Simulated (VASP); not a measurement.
# BaTe (P6_3/mmc) in VASP: further runs

Runs on BaTe. Level: PBE. Tasks: single point.

Program: VASP 6.6.1. These are calculated values, not measurements. Logs are shortened: lines on timing, memory, paths and dates and some standing lists are left out, and cuts for length are marked.

### 1 The cell of the first run

It takes space group P6_3/mmc (No. 194, hexagonal). Conventional cell: a = 4.849 Å, b = 4.849 Å, c = 8.607 Å, α = 90.00°, β = 90.00°, γ = 120.00°. Within 4.6 Å of Ba (site symmetry -6m2) lie 6 Te at 3.53 Å. Within 4.6 Å of Te (site symmetry -3m) lie 6 Ba at 3.53 Å and 2 Te at 4.30 Å.

### 2 Single point, PBE

INCAR reads:

```
  PREC = Accurate
  ENCUT = 520
  EDIFF = 1E-6
  ISMEAR = 0
  SIGMA = 0.1
  LREAL = F
  LASPH = T
  NELM = 100
  ALGO = Normal
  ISIF = 2
  LWAVE = F
  LCHARG = F
  GGA = PE
  NBANDS = 42
```

KPOINTS reads:

```
Automatic mesh
0
Gamma
  3 3 1
```

POSCAR reads:

```
BaTe
1.0
    4.8490244230     -0.0000000029      0.0000000000
   -2.4245122090      4.1993783353      0.0000000000
    0.0000000000      0.0000000000     17.2138754290
Ba Te
4 4
Direct
    0.6666666667      0.3333333333      0.3750000000
    0.6666666667      0.3333333333      0.8750000000
    0.3333333333      0.6666666667      0.1250000000
    0.3333333333      0.6666666667      0.6250000000
    0.0000000000      0.0000000000      0.0000000000
    0.0000000000      0.0000000000      0.5000000000
    0.0000000000      0.0000000000      0.2500000000
    0.0000000000      0.0000000000      0.7500000000
```

Potentials or basis: VASP PAW PBE potentials, release 64 (Ba_sv, Te).

Run with:

```
> cat potpaw_PBE.64/Ba_sv/POTCAR potpaw_PBE.64/Te/POTCAR > POTCAR
> mpirun -np 1 vasp_std > vasp.out
```

OUTCAR:

```text
PREC = Accurate
   ENCUT = 520
   EDIFF = 1E-6
   ISMEAR = 0
   LREAL = F
   LASPH = T
   NELM = 100
   ISIF = 2
   GGA = PE

 ion  position               nearest neighbor table
   1  0.667  0.333  0.375-   6 3.53   7 3.53   6 3.53   7 3.53   6 3.53   7 3.53
   2  0.667  0.333  0.875-   5 3.53   8 3.53   5 3.53   8 3.53   5 3.53   8 3.53
   3  0.333  0.667  0.125-   5 3.53   7 3.53   5 3.53   7 3.53   5 3.53   7 3.53
   4  0.333  0.667  0.625-   6 3.53   8 3.53   6 3.53   8 3.53   6 3.53   8 3.53
   5  0.000  0.000  0.000-   2 3.53   3 3.53   3 3.53   2 3.53   2 3.53   3 3.53
   6  0.000  0.000  0.500-   1 3.53   4 3.53   4 3.53   1 3.53   1 3.53   4 3.53
   7  0.000  0.000  0.250-   1 3.53   3 3.53   3 3.53   1 3.53   1 3.53   3 3.53
   8  0.000  0.000  0.750-   2 3.53   4 3.53   4 3.53   2 3.53   2 3.53   4 3.53

  LATTYP: Found a hexagonal cell.
 ALAT       =     4.8490244230
 C/A-ratio  =     3.5499667412

  Lattice vectors:

 A1 = (   4.8490244230,  -0.0000000029,   0.0000000000)
 A2 = (  -2.4245122090,   4.1993783353,   0.0000000000)
 A3 = (   0.0000000000,   0.0000000000,  17.2138754290)

Analysis of symmetry for initial positions (statically):
=====================================================================
 Subroutine PRICEL returns following result:

  LATTYP: Found a hexagonal cell.
 ALAT       =     4.8490244230
 C/A-ratio  =     1.7749833706

  Lattice vectors:

 A1 = (   4.8490244230,  -0.0000000029,   0.0000000000)
 A2 = (  -2.4245122090,   4.1993783353,   0.0000000000)
 A3 = (   0.0000000000,   0.0000000000,   8.6069377145)

   2 primitive cells build up your supercell.

 Routine SETGRP: Setting up the symmetry group for a
 hexagonal supercell.

 Subroutine GETGRP returns: Found 24 space group operations
 (whereof 12 operations were pure point group operations)
 out of a pool of 24 trial point group operations.

The static configuration has the point symmetry D_3d.
 The point group associated with its full space group is D_6h.

Analysis of symmetry for dynamics (positions and initial velocities):
=====================================================================
 Subroutine PRICEL returns following result:

  LATTYP: Found a hexagonal cell.
 ALAT       =     4.8490244230
 C/A-ratio  =     1.7749833706

  Lattice vectors:

 A1 = (   4.8490244230,  -0.0000000029,   0.0000000000)
 A2 = (  -2.4245122090,   4.1993783353,   0.0000000000)
 A3 = (   0.0000000000,   0.0000000000,   8.6069377145)

   2 primitive cells build up your supercell.

 Routine SETGRP: Setting up the symmetry group for a
 hexagonal supercell.

 Subroutine GETGRP returns: Found 24 space group operations
 (whereof 12 operations were pure point group operations)
 out of a pool of 24 trial point group operations.

The dynamic configuration has the point symmetry D_3d.
 The point group associated with its full space group is D_6h.

 Subroutine INISYM returns: Found 24 space group operations
 (whereof 12 operations are pure point group operations),
 and found     2 'primitive' translations

----------------------------------------------------------------------------------------

                                     Primitive cell

  volume of cell :     175.2621

  direct lattice vectors                    reciprocal lattice vectors
     4.849024423 -0.000000003  0.000000000     0.206227050  0.119065242  0.000000000
    -2.424512209  4.199378335  0.000000000     0.000000000  0.238130485  0.000000000
     0.000000000  0.000000000  8.606937715     0.000000000  0.000000000  0.116185342

  length of vectors
     4.849024423  4.849024423  8.606937715     0.238130485  0.238130485  0.116185342

  position of ions in fractional coordinates (direct lattice)
     0.666666667  0.333333333  0.750000000
     0.333333333  0.666666667  0.250000000
     0.000000000  0.000000000  1.000000000
     0.000000000  0.000000000  0.500000000

  ion indices of the primitive-cell ions
   primitive index   ion index
                 1           1
                 2           3
                 3           6
                 4           7

----------------------------------------------------------------------------------------

 KPOINTS: Automatic mesh

Automatic generation of k-mesh.
 Grid dimensions read from file:
 generate k-points for:    3    3    1

 Generating k-lattice:

  Cartesian coordinates                     Fractional coordinates (reciprocal lattice)
     0.068742350  0.039688414  0.000000000     0.333333333  0.000000000  0.000000000
     0.000000000  0.079376828  0.000000000     0.000000000  0.333333333  0.000000000
     0.000000000  0.000000000  0.058092671     0.000000000  0.000000000  1.000000000

  Length of vectors
     0.079376828  0.079376828  0.058092671

  Shift w.r.t. Gamma in fractional coordinates (k-lattice)
     0.000000000  0.000000000  0.000000000

 Subroutine IBZKPT returns following result:
 ===========================================

 Found      3 irreducible k-points:

 Following reciprocal coordinates:
            Coordinates               Weight
  0.000000  0.000000  0.000000      1.000000
  0.333333 -0.000000  0.000000      6.000000
  0.333333  0.333333  0.000000      2.000000
   k-points           NKPTS =      3   k-points in BZ     NKDIM =      3   number of bands    NBANDS=     42
   number of dos      NEDOS =    301   number of ions     NIONS =      8
   total plane-waves  NPLWV = 165888
   dimension x,y,z NGX =    36 NGY =   36 NGZ =  128
   dimension x,y,z NGXF=    72 NGYF=   72 NGZF=  256
   ions per type =               4   4
   NGX,Y,Z   is equivalent  to a cutoff of  12.34, 12.34, 12.36 a.u.
   NGXF,Y,Z  is equivalent  to a cutoff of  24.68, 24.68, 24.72 a.u.
 SYSTEM =  unknown system
   PREC   = accura    normal or accurate (medium, high low for compatibility)
   ISTART =      0    job   : 0-new  1-cont  2-samecut
   ICHARG =      2    charge: 1-file 2-atom 10-const
   ISPIN  =      1    spin polarized calculation?
   LNONCOLLINEAR =      F non collinear calculations
   LSORBIT =      F    spin-orbit coupling
   LASPH  =      T    aspherical Exc in radial PAW
   ENCUT  =  520.0 eV  38.22 Ry    6.18 a.u.   9.02  9.02 32.01*2*pi/ulx,y,z
   NELM   =    100;   NELMIN=  2; NELMDL= -5     # of ELM steps
   EDIFF  = 0.1E-05   stopping-criterion for ELM
   LREAL  =      F    real-space projection
   EDIFFG = 0.1E-04   stopping-criterion for IOM
   NSW    =      0    number of steps for IOM
   IBRION =     -1    ionic relax: 0-MD 1-quasi-New 2-CG
   NFREE  =      0    steps in history (QN), initial steepest desc. (CG)
   ISIF   =      2    stress and relaxation
   ISYM   =      2    0-nonsym 1-usesym 2-fastsym
   POTIM  = 0.5000    time-step for ionic-motion
   TEBEG  =    0.0;   TEEND  =   0.0 temperature during run
   PSTRESS=    0.0 pullay stress
   NELECT =      64.0000    total number of electrons
   NUPDOWN=      -1.0000    fix difference up-down
   EMIN   =  10.00;   EMAX   =-10.00  energy-range for DOS
   EFERMI =   0.00;   METHOD = LEGACY
   ISMEAR =     0;   SIGMA  =   0.10  broadening in eV -4-tet -1-fermi 0-gaus
   EFERMI_NEDOS =   21; number of points for ismear=-14 and -15
   IALGO  =     38    algorithm
   IMIX   =      4    mixing-type and parameters
     AMIX     =   0.40;   BMIX     =  1.00
     AMIX_MAG =   1.60;   BMIX_MAG =  1.00
  volume/ion in A,a.u.               =      43.82       295.68
  Fermi-wavevector in a.u.,A,eV,Ry     =   0.928743  1.755069 11.735886  0.862563
  Thomas-Fermi vector in A             =   2.054952
   LORBIT       =      0    0 simple, 1 ext, 2 COOP (PROOUT), +10 PAW based schemes
   GGA     = PE    functional components
   LHFCALC =     F    Hartree Fock is set to
   AEXX    =    0.0000 exact exchange contribution
   IVDW    =     0    specifies the selected vdW correction
   LEPSILON=     F    determine dielectric tensor
   LRPA    =     F    only Hartree local field effects (RPA)
 non-spin polarized calculation
 Gauss-broadening in eV      SIGMA  =   0.10
  energy-cutoff  :      520.00
  volume of cell :      350.52
 maximum number of plane-waves:      9465
 NGX is ok and might be reduce to    36

 number of electron      64.0000002 magnetization

 Free energy of the ion-electron system (eV)
  ---------------------------------------------------
  ext. energy  EPLUGINS =         0.00000000
  ---------------------------------------------------
  free energy    TOTEN  =       -33.83809653 eV

  energy without entropy =      -33.83809653  energy(sigma->0) =      -33.83809653

 E-fermi :   3.1232     XC(G=0):  -8.1225

 val. band max:        2.6217545558   @ k =   0.0000   0.0000   0.0000
 cond. band min:       4.0702894318   @ k =   0.3333  -0.0000   0.0000
 fundamental gap:      1.4485348760
 Fermi energy:         3.1231676034

 k-point     1 :       0.0000    0.0000    0.0000
  band No.  band energies     occupation
      1     -24.9492      2.00000
      2     -24.9451      2.00000
      3     -24.9451      2.00000
      4     -24.9410      2.00000
      5     -10.4215      2.00000
      6     -10.2621      2.00000
      7     -10.2621      2.00000
      8     -10.1056      2.00000
      9     -10.1056      2.00000
     10     -10.1033      2.00000
     11     -10.1033      2.00000
     12     -10.1033      2.00000
     13     -10.1033      2.00000
     14     -10.1010      2.00000
     15     -10.1010      2.00000
     16     -10.0748      2.00000
     17      -7.2858      2.00000
     18      -6.8990      2.00000
     19      -6.8990      2.00000
     20      -6.5022      2.00000
     21      -0.1759      2.00000
     22       0.8686      2.00000
     23       0.8686      2.00000
     24       1.6498      2.00000
     25       1.6498      2.00000
     26       1.7734      2.00000
     27       1.7734      2.00000
     28       1.7734      2.00000
     29       1.7734      2.00000
     30       1.9616      2.00000
     31       1.9616      2.00000
     32       2.6218      2.00000
     33       4.6040      0.00000
     34       4.8367      0.00000
     35       5.2653      0.00000
     36       5.2653      0.00000
     37       5.5882      0.00000
     38       5.5882      0.00000
     39       5.6703      0.00000
     40       5.6703      0.00000
     41       6.0990      0.00000
     42       6.1260      0.00000

 k-point     2 :       0.3333   -0.0000    0.0000
  band No.  band energies     occupation
      1     -24.9394      2.00000
      2     -24.9370      2.00000
      3     -24.9370      2.00000
      4     -24.9347      2.00000
      5     -10.3729      2.00000
      6     -10.3410      2.00000
      7     -10.3410      2.00000
      8     -10.2481      2.00000
      9     -10.2454      2.00000
     10     -10.1583      2.00000
     11     -10.1385      2.00000
     12     -10.1385      2.00000
     13     -10.1319      2.00000
     14     -10.1319      2.00000
     15     -10.1184      2.00000
     16     -10.0800      2.00000
     17      -6.8716      2.00000
     18      -6.8084      2.00000
     19      -6.8084      2.00000
     20      -6.7374      2.00000
     21       0.2275      2.00000
     22       0.6785      2.00000
     23       0.7770      2.00000
     24       0.7770      2.00000
     25       1.1439      2.00000
     26       1.1848      2.00000
     27       1.1848      2.00000
     28       1.4299      2.00000
     29       1.6292      2.00000
     30       1.6292      2.00000
     31       1.8413      2.00000
     32       2.3434      2.00000
     33       4.0703      0.00000
     34       4.7779      0.00000
     35       4.7779      0.00000
     36       5.8176      0.00000
     37       6.0882      0.00000
     38       6.1000      0.00000
     39       6.4899      0.00000
     40       6.4984      0.00000
     41       6.5312      0.00000
     42       6.5422      0.00000

 k-point     3 :       0.3333    0.3333    0.0000
  band No.  band energies     occupation
      1     -24.9330      2.00000
      2     -24.9330      2.00000
      3     -24.9330      2.00000
      4     -24.9330      2.00000
      5     -10.4341      2.00000
      6     -10.3400      2.00000
      7     -10.3400      2.00000
      8     -10.2462      2.00000
      9     -10.2462      2.00000
     10     -10.2386      2.00000
     11     -10.2278      2.00000
     12     -10.2278      2.00000
     13     -10.1156      2.00000
     14     -10.1156      2.00000
     15     -10.0960      2.00000
     16     -10.0960      2.00000
     17      -6.8624      2.00000
     18      -6.7633      2.00000
     19      -6.7633      2.00000
     20      -6.6748      2.00000
     21       0.5172      2.00000
     22       0.5172      2.00000
     23       0.6895      2.00000
     24       0.8502      2.00000
     25       0.8502      2.00000
     26       1.0253      2.00000
     27       1.0253      2.00000
     28       1.2492      2.00000
     29       1.2492      2.00000
     30       1.4400      2.00000
     31       1.4400      2.00000
     32       2.0690      2.00000
     33       5.1756      0.00000
     34       5.1756      0.00000
     35       5.3805      0.00000
     36       5.3805      0.00000
     37       6.3009      0.00000
     38       6.3009      0.00000
     39       6.3505      0.00000
     40       6.9230      0.00000
     41       7.0263      0.00000
     42       7.0318      0.00000

------------------------ aborting loop because EDIFF is reached ----------------------------------------

  FORCE on cell =-STRESS in cart. coord.  units (eV):
  Direction    XX          YY          ZZ          XY          YZ          ZX
  --------------------------------------------------------------------------------------
  -------------------------------------------------------------------------------------
  Total        0.9816994      0.9816994      0.9145253     -0.0000000     -0.0000000      0.0000000
  in kB        4.4871549      4.4871549      4.1801156     -0.0000000     -0.0000000      0.0000000
  external PRESSURE =       4.3848084 kB  Pullay stress =       0.0000000 kB

 VOLUME and BASIS-vectors are now :
 -----------------------------------------------------------------------------
  energy-cutoff  :      520.00
  volume of cell :      350.52
      direct lattice vectors                 reciprocal lattice vectors
     4.849024423 -0.000000003  0.000000000     0.206227050  0.119065242  0.000000000
    -2.424512209  4.199378335  0.000000000     0.000000000  0.238130485  0.000000000
     0.000000000  0.000000000 17.213875429     0.000000000  0.000000000  0.058092671

 POSITION                                       TOTAL-FORCE (eV/Angst)
 -----------------------------------------------------------------------------------
      2.42451      1.39979      6.45520         0.000000     -0.000000      0.000000
      2.42451      1.39979     15.06214         0.000000     -0.000000      0.000000
      0.00000      2.79959      2.15173        -0.000000      0.000000     -0.000000
      0.00000      2.79959     10.75867        -0.000000      0.000000      0.000000
      0.00000      0.00000      0.00000        -0.000000     -0.000000     -0.000000
      0.00000      0.00000      8.60694        -0.000000     -0.000000     -0.000000
      0.00000      0.00000      4.30347        -0.000000     -0.000000     -0.000000
      0.00000      0.00000     12.91041        -0.000000     -0.000000     -0.000000
 -----------------------------------------------------------------------------------
    total drift:                               -0.000000      0.000000     -0.000000

  FREE ENERGIE OF THE ION-ELECTRON SYSTEM (eV)
  ---------------------------------------------------
  free  energy   TOTEN  =       -33.8380965253 eV

  energy  without entropy=      -33.8380965253  energy(sigma->0) =      -33.83809653
```

Wall time 2.2 min (1 thread of Oxide Virtual Turin-like, shared host); peak memory 0.37 GiB.

What came out:

- Free energy: -33.8381 eV
- Pressure: 0.4 GPa
- Band gap on the k mesh: 1.45 eV

Caveat: the k points lie up to 0.50 Å⁻¹ apart; spin-orbit coupling is left out, which moves the levels of the heavy elements.

### 3 Single point, PBE

This run uses another cell than the first one: it holds 4 atoms, not 8.

INCAR reads:

```
SYSTEM = BaTe
PREC = Accurate
ENCUT = 520
EDIFF = 1E-7
ISMEAR = 0
SIGMA = 0.1
LREAL = .False.
LASPH = .True.
NELM = 60
ALGO = Normal
ISIF = 2
LWAVE = .False.
LCHARG = .True.
GGA = PE
LELF = .True.
LVHAR = .True.
NBANDS = 24
```

KPOINTS reads:

```
regular mesh
0
Gamma
  6 6 2
  0 0 0
```

POSCAR reads:

```
BaTe
1.0
    4.9084037900      0.0000000000      0.0000000000
   -2.4542018900      4.2508023700      0.0000000000
    0.0000000000      0.0000000000      9.2142726000
Ba Te
2 2
Direct
    0.6666666700      0.3333333300      0.7500000000
    0.3333333300      0.6666666700      0.2500000000
    0.0000000000      0.0000000000      0.0000000000
    0.0000000000      0.0000000000      0.5000000000
```

Potentials or basis: VASP PAW PBE potentials, release 64 (Ba_sv, Te).

Run with:

```
> cat potpaw_PBE.64/Ba_sv/POTCAR potpaw_PBE.64/Te/POTCAR > POTCAR
> mpirun -np 1 vasp_std > vasp.out
```

It took 2.3 min on 1 thread of Oxide Virtual Turin-like, shared host; peak memory 0.3 GiB.

Results (log left out):

* Free energy: -16.8055 eV
* Pressure: -2.0 GPa
* Band gap on the k mesh: 1.67 eV, indirect (least direct gap 1.86 eV)

Stress tensor (GPa, compression positive):
```
-1.17  0.00  0.00
 0.00 -1.17  0.00
 0.00  0.00 -3.79
```

Levels at points of the mesh, in eV from the valence-band top:
```
           k point  band 13  band 14  band 15  band 16  band 17  band 18  band 19  band 20
(0.00, 0.00, 0.00)    -0.41    -0.18    -0.18     0.00     1.86     2.61     2.94     2.94
(0.50, 0.00, 0.00)    -1.33    -0.79    -0.30    -0.26     1.67     3.39     3.44     3.94
(0.00, 0.00, 0.50)    -0.32    -0.32    -0.32    -0.32     3.20     3.20     3.33     3.33
(0.50, 0.00, 0.50)    -1.09    -1.09    -0.56    -0.56     2.40     2.40     4.34     4.34
```

Caveat: spin-orbit coupling is left out, which moves the levels of the heavy elements. A k mesh can miss the band edges.

(Continued in part 2 of 2.)
